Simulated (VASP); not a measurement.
# CaTi2N2 (P3m1) in VASP: further runs, part 2 of 2

VASP 6.6.1. Earlier steps stand in the parts before.

### 3 Single point, PBE

Contents of INCAR:

```
SYSTEM = CaTi2N2
  PREC = Accurate
  ENCUT = 520
  EDIFF = 1E-6
  ISMEAR = 0
  SIGMA = 0.1
  LREAL = .FALSE.
  LASPH = .TRUE.
  NELM = 100
  ALGO = Normal
  ISIF = 2
  LWAVE = .FALSE.
  LCHARG = .FALSE.
  GGA = PE
  NBANDS = 30
```

Contents of KPOINTS:

```
Automatic mesh
0
G
  12 12 4
  0 0 0
```

Contents of POSCAR:

```
CaTi2N2
1.0
    3.1116342879      0.0000000000      0.0000000000
   -1.5558171439      2.6947543406      0.0000000000
    0.0000000000      0.0000000000      7.9592811153
Ca Ti N
1 2 2
Direct
    0.3333333333      0.6666666667      0.6353304929
    0.0000000000      0.0000000000      0.0179787808
    0.6666666667      0.3333333333      0.3053156449
    0.3333333333      0.6666666667      0.1499774223
    0.0000000000      0.0000000000      0.4513976592
```

Potentials or basis: VASP PAW PBE potentials, release 64 (Ca_sv, Ti_sv, N).

On the command line:

```sh
> cat potpaw_PBE.64/Ca_sv/POTCAR potpaw_PBE.64/Ti_sv/POTCAR potpaw_PBE.64/N/POTCAR > POTCAR
> mpirun -np 1 vasp_std > vasp.out
```

OUTCAR:

```text
SYSTEM = CaTi2N2
   PREC = Accurate
   ENCUT = 520
   EDIFF = 1E-6
   ISMEAR = 0
   LREAL = .FALSE.
   LASPH = .TRUE.
   NELM = 100
   ISIF = 2
   GGA = PE

 ion  position               nearest neighbor table
   1  0.333  0.667  0.635-   5 2.32   5 2.32   5 2.32
   2  0.000  0.000  0.018-   4 2.08   4 2.08   4 2.08   3 2.91   3 2.91   3 2.91
   3  0.667  0.333  0.305-   5 2.14   5 2.14   5 2.14   4 2.18   4 2.18   4 2.18   2 2.91   2 2.91
                             2 2.91
   4  0.333  0.667  0.150-   2 2.08   2 2.08   2 2.08   3 2.18   3 2.18   3 2.18
   5  0.000  0.000  0.451-   3 2.14   3 2.14   3 2.14   1 2.32   1 2.32   1 2.32

  LATTYP: Found a hexagonal cell.
 ALAT       =     3.1116342879
 C/A-ratio  =     2.5579102102

  Lattice vectors:

 A1 = (   3.1116342879,   0.0000000000,   0.0000000000)
 A2 = (  -1.5558171439,   2.6947543406,   0.0000000000)
 A3 = (   0.0000000000,   0.0000000000,   7.9592811153)

Analysis of symmetry for initial positions (statically):
=====================================================================
 Subroutine PRICEL returns:
 Original cell was already a primitive cell.

 Routine SETGRP: Setting up the symmetry group for a
 hexagonal supercell.

 Subroutine GETGRP returns: Found  6 space group operations
 (whereof  6 operations were pure point group operations)
 out of a pool of 24 trial point group operations.

The static configuration has the point symmetry C_3v.

Analysis of symmetry for dynamics (positions and initial velocities):
=====================================================================
 Subroutine PRICEL returns:
 Original cell was already a primitive cell.

 Routine SETGRP: Setting up the symmetry group for a
 hexagonal supercell.

 Subroutine GETGRP returns: Found  6 space group operations
 (whereof  6 operations were pure point group operations)
[... 126 lines left out ...]
   IMIX   =      4    mixing-type and parameters
     AMIX     =   0.40;   BMIX     =  1.00
     AMIX_MAG =   1.60;   BMIX_MAG =  1.00
  volume/ion in A,a.u.               =      13.35        90.08
  Fermi-wavevector in a.u.,A,eV,Ry     =   1.424837  2.692552 27.622012  2.030161
  Thomas-Fermi vector in A             =   2.545285
   LORBIT       =      0    0 simple, 1 ext, 2 COOP (PROOUT), +10 PAW based schemes
   GGA     = PE    functional components
   LHFCALC =     F    Hartree Fock is set to
   AEXX    =    0.0000 exact exchange contribution
   IVDW    =     0    specifies the selected vdW correction
   LEPSILON=     F    determine dielectric tensor
   LRPA    =     F    only Hartree local field effects (RPA)
 non-spin polarized calculation
 Gauss-broadening in eV      SIGMA  =   0.10
  energy-cutoff  :      520.00
  volume of cell :       66.74
 maximum number of plane-waves:      1828
   NGX = 11   NGY = 11   NGZ = 29

 number of electron      43.9999994 magnetization

 Free energy of the ion-electron system (eV)
  ---------------------------------------------------
  ext. energy  EPLUGINS =         0.00000000
  ---------------------------------------------------
  free energy    TOTEN  =       -40.23001458 eV

  energy without entropy =      -40.22208278  energy(sigma->0) =      -40.22604868

 E-fermi :   7.5900     XC(G=0): -11.3652

 val. band max:        7.5815759383   @ k =   0.1667   0.1667   0.5000
 cond. band min:       7.6137225329   @ k =   0.0000   0.0833   0.2500
 fundamental gap:      0.0321465945
 Fermi energy:         7.5899909973

 k-point     1 :       0.0000    0.0000    0.0000
  band No.  band energies     occupation
      1     -49.9612      2.00000
      2     -49.7100      2.00000
      3     -32.8248      2.00000
      4     -26.3853      2.00000
      5     -26.0564      2.00000
      6     -26.0564      2.00000
[... 781 lines left out ...]
     29      10.1051      0.00000
     30      10.7585      0.00000

 [... further k-points ...]

------------------------ aborting loop because EDIFF is reached ----------------------------------------

  FORCE on cell =-STRESS in cart. coord.  units (eV):
  Direction    XX          YY          ZZ          XY          YZ          ZX
  --------------------------------------------------------------------------------------
  -------------------------------------------------------------------------------------
  Total        0.1749043      0.1749043      0.1787385      0.0000000     -0.0000000     -0.0000000
  in kB        4.1988410      4.1988410      4.2908875      0.0000000     -0.0000000     -0.0000000
  external PRESSURE =       4.2295232 kB  Pullay stress =       0.0000000 kB

 VOLUME and BASIS-vectors are now :
 -----------------------------------------------------------------------------
  energy-cutoff  :      520.00
  volume of cell :       66.74
      direct lattice vectors                 reciprocal lattice vectors
     3.111634288  0.000000000  0.000000000     0.321374528  0.185545670  0.000000000
    -1.555817144  2.694754341  0.000000000     0.000000000  0.371091340  0.000000000
     0.000000000  0.000000000  7.959281115     0.000000000  0.000000000  0.125639487

 POSITION                                       TOTAL-FORCE (eV/Angst)
 -----------------------------------------------------------------------------------
     -0.00000      1.79650      5.05677        -0.000000      0.000000      0.061126
      0.00000      0.00000      0.14310         0.000000      0.000000     -0.030011
      1.55582      0.89825      2.43009         0.000000      0.000000     -0.001195
     -0.00000      1.79650      1.19371        -0.000000     -0.000000      0.000991
      0.00000      0.00000      3.59280        -0.000000      0.000000     -0.030911
 -----------------------------------------------------------------------------------
    total drift:                                0.000000      0.000000     -0.000383

  FREE ENERGIE OF THE ION-ELECTRON SYSTEM (eV)
  ---------------------------------------------------
  free  energy   TOTEN  =       -40.2300145760 eV

  energy  without entropy=      -40.2220827812  energy(sigma->0) =      -40.22604868
```

OSZICAR:

```text
N       E                     dE             d eps       ncg     rms          rms(c)
DAV:   1     0.551016184911E+03    0.55102E+03   -0.21595E+04  4140   0.169E+03
DAV:   2     0.237613877866E+02   -0.52725E+03   -0.50964E+03  4236   0.517E+02
DAV:   3    -0.475341818304E+02   -0.71296E+02   -0.70137E+02  6266   0.162E+02
DAV:   4    -0.520716627511E+02   -0.45375E+01   -0.45088E+01  6336   0.390E+01
DAV:   5    -0.522816147374E+02   -0.20995E+00   -0.20957E+00  5998   0.744E+00    0.236E+01
DAV:   6    -0.438847459696E+02    0.83969E+01   -0.15308E+02  6160   0.710E+01    0.167E+01
DAV:   7    -0.410877088758E+02    0.27970E+01   -0.54404E+01  6164   0.451E+01    0.940E+00
DAV:   8    -0.405976434975E+02    0.49007E+00   -0.83280E+00  6018   0.158E+01    0.634E+00
DAV:   9    -0.402472352274E+02    0.35041E+00   -0.15760E+00  5940   0.902E+00    0.255E+00
DAV:  10    -0.402348433706E+02    0.12392E-01   -0.34737E-01  6712   0.395E+00    0.129E+00
DAV:  11    -0.402289528407E+02    0.58905E-02   -0.62161E-02  6274   0.190E+00    0.682E-01
DAV:  12    -0.402301140696E+02   -0.11612E-02   -0.14989E-02  5628   0.102E+00    0.165E-01
DAV:  13    -0.402300171487E+02    0.96921E-04   -0.23868E-03  5894   0.409E-01    0.538E-02
DAV:  14    -0.402300116644E+02    0.54843E-05   -0.21205E-04  6022   0.103E-01    0.230E-02
DAV:  15    -0.402300133875E+02   -0.17231E-05   -0.32189E-05  6298   0.398E-02    0.913E-03
DAV:  16    -0.402300146687E+02   -0.12812E-05   -0.10726E-05  5894   0.214E-02    0.511E-03
DAV:  17    -0.402300145760E+02    0.92669E-07   -0.10762E-06  3018   0.937E-03
   1 F= -.40230015E+02 E0= -.40226049E+02  d E =-.793179E-02
```

Wall time 1.9 min (1 thread of Intel Xeon Platinum 8488C (Sapphire Rapids), shared host); peak memory 0.27 GiB.

What came out:

| Property | Result |
| --- | --- |
| Free energy | -40.2300 eV |
| Pressure | 0.4 GPa |
| Largest force | 0.061 eV/Å |
| Band gap on the k mesh | zero (bands 22 and 23 overlap by 0.21 eV) |

Forces in eV/Å, atoms in the order of the input:
```
Ca   0.000  0.000  0.061
Ti   0.000  0.000 -0.030
Ti   0.000  0.000 -0.001
N    0.000  0.000  0.001
N    0.000  0.000 -0.031
```

### 4 Relaxation of cell and atoms, PBE, collinear spin

This run uses another cell than the first one, of 13.91 Å³/atom.

Contents of INCAR:

```
SYSTEM = CaTi2N2
PREC = Accurate
ENCUT = 600
EDIFF = 1E-6
ISMEAR = 0
SIGMA = 0.15
LREAL = .False.
LASPH = .True.
NELM = 150
ALGO = Normal
ISIF = 3
LWAVE = .False.
LCHARG = .False.
ISPIN = 2
MAGMOM = 0 1 1 0 0
LORBIT = 11
LMAXMIX = 4
GGA = PE
IBRION = 2
NSW = 36
EDIFFG = -0.08
```

Contents of KPOINTS:

```
Automatic mesh
0
Gamma
  4 4 2
  0 0 0
```

Contents of POSCAR:

```
CaTi2N2
1.0
    3.2000000000      0.0000000000      0.0000000000
   -1.6000000000      2.7712812900      0.0000000000
    0.0000000000      0.0000000000      7.8400000000
Ca Ti N
1 2 2
Direct
    0.3333333300      0.6666666700      0.6500000000
    0.0000000000      0.0000000000      0.0000000000
    0.6666666700      0.3333333300      0.3000000000
    0.3333333300      0.6666666700      0.1500000000
    0.0000000000      0.0000000000      0.4600000000
```

On the command line:

```sh
> cat potpaw_PBE.64/Ca_sv/POTCAR potpaw_PBE.64/Ti_sv/POTCAR potpaw_PBE.64/N/POTCAR > POTCAR
> mpirun -np 1 vasp_std > vasp.out
```

Wall time 8.8 min (1 thread of Intel Xeon Platinum 8488C (Sapphire Rapids), shared host); peak memory 0.28 GiB.

The run converged. Its results:

```
Free energy                                           : -40.2523 eV
Relaxed volume                                        : 13.34 Å³/atom
Relaxed cell                                          : a = 3.115 Å, b = 3.115 Å, c = 7.938 Å, α = 90.00°, β = 90.00°, γ = 120.00°
Space group after relaxing (to 0.1 Å)                 : P3m1 (No. 156)
Energy gained by relaxing                             : 75.8 meV/atom
Ionic steps                                           : 10
Pressure after relaxing                               : 0.0 GPa
Largest force after relaxing                          : 0.032 eV/Å
Band gap on the k mesh                                : zero (filled and empty bands overlap)
Net moment                                            : 0.00 μB per cell
Valence electrons inside the program's atomic spheres : Ca 8.35; Ti 10.25, 10.29; N 3.70, 3.69
```

Forces on the atoms (eV/Å):
```
Ca   0.000  0.000  0.001
Ti   0.000  0.000  0.029
Ti   0.000  0.000 -0.032
N    0.000  0.000 -0.015
N    0.000  0.000  0.017
```

Stress tensor (GPa, compression positive):
```
-0.04  0.00  0.00
 0.00 -0.04  0.00
 0.00  0.00  0.13
```

The path:
```csv
step,energy change (eV),largest force (eV/Å),pressure (GPa),volume (Å³)
1,0.0000,2.0209,-9.91,69.53
2,-0.1514,0.6946,14.26,61.22
3,-0.2981,0.5983,2.69,64.41
4,-0.3569,0.2653,0.95,65.60
5,-0.3624,0.3855,0.36,66.10
6,-0.3733,0.2101,-0.32,66.55
7,-0.3762,0.1724,-0.82,66.91
8,-0.3774,0.0942,0.98,66.36
9,-0.3784,0.0841,0.26,66.58
10,-0.3788,0.0321,0.02,66.71
```

Final structure:
```
CELL_PARAMETERS angstrom
3.11510 0.00000 0.00000
-1.55755 2.69775 0.00000
0.00000 0.00000 7.93815
ATOMIC_POSITIONS crystal
Ca 0.33333 0.66667 0.63635
Ti 0.00000 0.00000 0.01697
Ti 0.66667 0.33333 0.30541
N 0.33333 0.66667 0.15014
N 0.00000 0.00000 0.45113
```

Levels at points of the mesh, in eV from the Fermi level:
Spin up:
```
           k point  band 20  band 21  band 22  band 23  band 24  band 25
(0.00, 0.00, 0.00)    -2.47    -2.28     0.12     0.12     0.59     1.69
(0.50, 0.00, 0.00)    -2.87    -1.50    -0.53     0.63     1.26     1.77
(0.00, 0.00, 0.50)    -2.46    -1.53     0.14     0.14     0.45     1.64
(0.50, 0.00, 0.50)    -2.86    -1.42    -0.51     0.36     1.23     1.75
```
Spin down:
| k point | band 19 | band 20 | band 21 | band 22 | band 23 | band 24 | band 25 | band 26 |
| --- | --- | --- | --- | --- | --- | --- | --- | --- |
| (0.00, 0.00, 0.00) | -2.47 | -2.47 | -2.28 | 0.12 | 0.12 | 0.59 | 1.69 | 1.69 |
| (0.50, 0.00, 0.00) | -3.67 | -2.87 | -1.50 | -0.53 | 0.63 | 1.26 | 1.77 | 2.16 |
| (0.00, 0.00, 0.50) | -2.46 | -2.46 | -1.53 | 0.14 | 0.14 | 0.45 | 1.64 | 1.64 |
| (0.50, 0.00, 0.50) | -3.67 | -2.86 | -1.42 | -0.51 | 0.36 | 1.23 | 1.75 | 2.09 |

Caveat: the k points lie up to 0.58 Å⁻¹ apart in the final cell; the relaxation stopped at a loose force limit of 0.08 eV/Å, so its end isn't a converged minimum.

### 5 Relaxation of cell and atoms, PBE

Contents of INCAR:

```
PREC = Accurate
ENCUT = 600
EDIFF = 1E-6
ISMEAR = 0
SIGMA = 0.1
LREAL = F
LASPH = T
NELM = 60
ALGO = Normal
ISIF = 3
LWAVE = F
LCHARG = F
GGA = PE
IBRION = 2
NSW = 100
EDIFFG = -0.01
```

Contents of KPOINTS:

```
Automatic mesh
0
Gamma
  12 12 4
```

Contents of POSCAR:

```
CaTi2N2
1.0
    3.1121991909      0.0000000000      0.0000000000
   -1.5560995954      2.6952435609      0.0000000000
    0.0000000000      0.0000000000      7.9595159661
Ca Ti N
1 2 2
Direct
    0.3333333333      0.6666666667      0.6356628205
    0.0000000000      0.0000000000      0.0174546317
    0.6666666667      0.3333333333      0.3053917232
    0.3333333333      0.6666666667      0.1507103199
    0.0000000000      0.0000000000      0.4507805047
```

On the command line:

```sh
> cat potpaw_PBE.64/Ca_sv/POTCAR potpaw_PBE.64/Ti_sv/POTCAR potpaw_PBE.64/N/POTCAR > POTCAR
> mpirun -np 1 vasp_std > vasp.out
```

Wall time 6 min (1 thread of Intel Xeon Platinum 8488C (Sapphire Rapids), shared host); peak memory 0.33 GiB.

Results (log left out):

```yaml
Free_energy: -40.2336 eV
Relaxed_volume: 13.37 Å³/atom
Relaxed_cell: a = 3.114 Å, b = 3.114 Å, c = 7.964 Å, α = 90.00°, β = 90.00°, γ = 120.00°
Space_group_after_relaxing_to_0.1_Å: P3m1 (No. 156)
Energy_gained_by_relaxing: 0.1 meV/atom
Ionic_steps: 4
Pressure_after_relaxing: 0.0 GPa
Largest_force_after_relaxing: 0.010 eV/Å
Band_gap_on_the_k_mesh: zero (bands 22 and 23 overlap by 0.21 eV)
```

Forces on the atoms (eV/Å):
```
Ca   0.000  0.000  0.008
Ti   0.000  0.000 -0.010
Ti   0.000  0.000  0.000
N    0.000  0.000  0.001
N    0.000  0.000  0.001
```

The path:
| step | energy change (eV) | largest force (eV/Å) | pressure (GPa) | volume (Å³) |
| --- | --- | --- | --- | --- |
| 1 | 0.0000 | 0.1108 | 0.15 | 66.77 |
| 2 | -0.0006 | 0.0223 | -0.02 | 66.89 |
| 3 | -0.0006 | 0.0249 | -0.04 | 66.89 |
| 4 | -0.0007 | 0.0096 | -0.02 | 66.86 |

Final structure:
```
CELL_PARAMETERS angstrom
3.11371 0.00000 0.00000
-1.55685 2.69655 0.00000
0.00000 0.00000 7.96365
ATOMIC_POSITIONS crystal
Ca 0.33333 0.66667 0.63571
Ti 0.00000 0.00000 0.01792
Ti 0.66667 0.33333 0.30532
N 0.33333 0.66667 0.14987
N 0.00000 0.00000 0.45119
```

Levels at points of the mesh, in eV from the Fermi level:
```csv
k point,band 19,band 20,band 21,band 22,band 23,band 24,band 25,band 26
"(0.00, 0.00, 0.00)",-2.44,-2.44,-2.29,0.15,0.15,0.60,1.72,1.73
"(0.50, 0.00, 0.00)",-3.65,-2.83,-1.48,-0.51,0.64,1.28,1.81,2.19
"(0.00, 0.00, 0.50)",-2.43,-2.43,-1.55,0.17,0.17,0.46,1.68,1.68
"(0.50, 0.00, 0.50)",-3.65,-2.82,-1.40,-0.50,0.37,1.25,1.79,2.12
```

### 6 Single point, PBE

This run uses another cell than the first one: it holds 10 atoms, not 5.

Contents of INCAR:

```
SYSTEM = CaTi2N2
PREC = Accurate ; ENCUT = 520
EDIFF = 1E-7 ; ISMEAR = 0
SIGMA = 0.2 ; LREAL = .FALSE.
LASPH = .TRUE. ; NELM = 80
ALGO = Normal ; ISIF = 2
LWAVE = .FALSE. ; LCHARG = .FALSE.
GGA = PE ; NBANDS = 55
```

Contents of KPOINTS:

```
regular mesh
0
G
  8 4 4
  0 0 0
```

Contents of POSCAR:

```
CaTi2N2
1.0
    1.5558171439     -2.6947543406      0.0000000000
   -4.6674514319     -2.6947543406      0.0000000000
    0.0000000000      0.0000000000     -7.9592811153
Ca Ti N
2 4 4
Direct
    0.5000000000      0.8333333333      0.3646695071
    0.0000000000      0.3333333333      0.3646695071
    0.5000000000      0.5000000000      0.9820212192
    1.0000000000      0.0000000000      0.9820212192
    0.0000000000      0.6666666667      0.6946843551
    0.5000000000      0.1666666667      0.6946843551
    0.5000000000      0.8333333333      0.8500225777
    0.0000000000      0.3333333333      0.8500225777
    0.5000000000      0.5000000000      0.5486023408
    1.0000000000      0.0000000000      0.5486023408
```

Potentials or basis: VASP PAW PBE potentials, release 64 (Ca_sv, Ti_sv, N).

On the command line:

```sh
> cat potpaw_PBE.64/Ca_sv/POTCAR potpaw_PBE.64/Ti_sv/POTCAR potpaw_PBE.64/N/POTCAR > POTCAR
> mpirun -np 1 vasp_std > vasp.out
```

Run time: 5.8 min. Hardware: 1 thread of Intel Xeon Platinum 8488C (Sapphire Rapids), shared host; peak memory 0.43 GiB.

The run converged. Its results:

| Item | Value |
| --- | --- |
| Free energy | -80.4821 eV |
| Pressure | 0.5 GPa |
| Largest force | 0.069 eV/Å |
| Band gap on the k mesh | zero (bands 44 and 45 overlap by 0.23 eV) |

Forces in eV/Å, atoms in the order of the input:
```
Ca  -0.001  0.000  0.069
Ca  -0.001  0.000  0.069
Ti  -0.007 -0.004 -0.003
Ti  -0.007 -0.004 -0.003
Ti   0.002  0.001  0.011
Ti   0.002  0.001  0.011
N    0.006  0.003 -0.037
N    0.006  0.003 -0.037
N   -0.001  0.000 -0.040
N   -0.001  0.000 -0.040
```

Stress tensor (GPa, compression positive):
```
0.53 0.01 0.02
0.01 0.51 0.01
0.02 0.01 0.43
```

Levels at points of the mesh, in eV from the Fermi level:
```csv
k point,band 41,band 42,band 43,band 44,band 45,band 46,band 47,band 48
"(0.00, 0.00, 0.00)",-2.25,-1.45,-0.47,0.19,0.19,0.64,0.69,1.33
"(0.50, 0.00, 0.00)",-0.75,-0.75,-0.39,-0.39,0.13,0.13,1.33,1.33
"(0.00, 0.50, 0.00)",-1.58,-1.58,-0.59,-0.59,0.38,0.38,0.88,0.88
"(0.50, 0.50, 0.00)",-1.45,-1.45,-0.47,-0.47,0.68,0.68,1.33,1.33
"(0.00, 0.00, 0.50)",-1.51,-1.37,-0.45,0.20,0.20,0.42,0.50,1.30
"(0.50, 0.00, 0.50)",-0.78,-0.78,-0.40,-0.40,0.40,0.40,1.08,1.08
"(0.00, 0.50, 0.50)",-1.52,-1.52,-0.70,-0.70,0.29,0.29,0.89,0.89
"(0.50, 0.50, 0.50)",-1.37,-1.37,-0.45,-0.45,0.42,0.42,1.30,1.30
```

### 7 Summary

```csv
task,spin,cell,k mesh,cutoff (eV),smearing,gap on the mesh (eV),pressure (GPa),moment (μB),relaxed volume (Å³/atom),largest force (eV/Å)
single point,collinear,"a = 3.112, b = 3.112, c = 7.960 Å, angles 90.0, 90.0, 120.0°, 5 atoms, atomic positions A",4 × 4 × 2,520,gaussian 0.15 eV,none,0.2,0.00,-,0.05
single point,off,"a = 3.112, b = 3.112, c = 7.959 Å, angles 90.0, 90.0, 120.0°, 5 atoms, atomic positions B",12 × 12 × 4,520,gaussian 0.1 eV,none,0.4,-,-,0.06
relaxation of cell and atoms,collinear,"relaxed from a = 3.200, b = 3.200, c = 7.840 Å, angles 90.0, 90.0, 120.0°, 5 atoms, atomic positions C",4 × 4 × 2,600,gaussian 0.15 eV,none,0.0,0.00,13.34,0.03
relaxation of cell and atoms,off,"relaxed from a = 3.112, b = 3.112, c = 7.960 Å, angles 90.0, 90.0, 120.0°, 5 atoms, atomic positions A",12 × 12 × 4,600,gaussian 0.1 eV,none,0.0,-,13.37,0.01
single point,off,"a = 3.112, b = 5.390, c = 7.959 Å, 10 atoms, atomic positions D",8 × 4 × 4,520,gaussian 0.2 eV,none,0.5,-,-,0.07
```

Alike in all rows: level PBE; potentials or basis VASP PAW PBE potentials, release 64 (Ca_sv, Ti_sv, N).

Caveats: some runs use coarse meshes; the relaxation stopped at a loose force limit of 0.08 eV/Å, so its end isn't a converged minimum (at least some runs).

Absolute energies hang on the potentials; compare differences alone.

The gap in the log of VASP goes by the Fermi energy; the results here count the filled bands.